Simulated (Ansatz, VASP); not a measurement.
# One calculation of Rh, two programs

```
Rh
1.0
     2.66927    0.00000    0.00000
    -1.33463    2.31166    0.00000
     0.00000    0.00000    4.29565
Rh
2
Direct
  0.66667 0.33333 0.75000
  0.33333 0.66667 0.25000
```

Alike in both runs: task single point; functional PBE; k mesh 21 × 21 × 12; occupations gaussian, width 0.15 eV; no spin polarisation.

|  | VASP | Ansatz |
| --- | --- | --- |
| version | VASP 6.6.1 | Ansatz 0.2.0 |
| potentials or method | VASP PAW PBE potentials, release 64 (Rh_pv), cutoff 520 eV | scalar-relativistic, plane waves, PAW |
| valence electrons in the cell | 30 | 34 |

|  | VASP | Ansatz | Ansatz less VASP |
| --- | --- | --- | --- |
| gap on the k mesh at the Fermi level (eV) | none | none | - |
| pressure (GPa) | 18.7 | 18.6 | -0.09 |
| traceless stress, the component that is largest in VASP (GPa) | 0.88 | 0.88 | -0.006 |

A gap of «none» marks a metal or a gap that the smearing closes. VASP's potentials hold 30 valence electrons a cell and Ansatz's 34, so a difference there can come from the potentials and not from the codes.
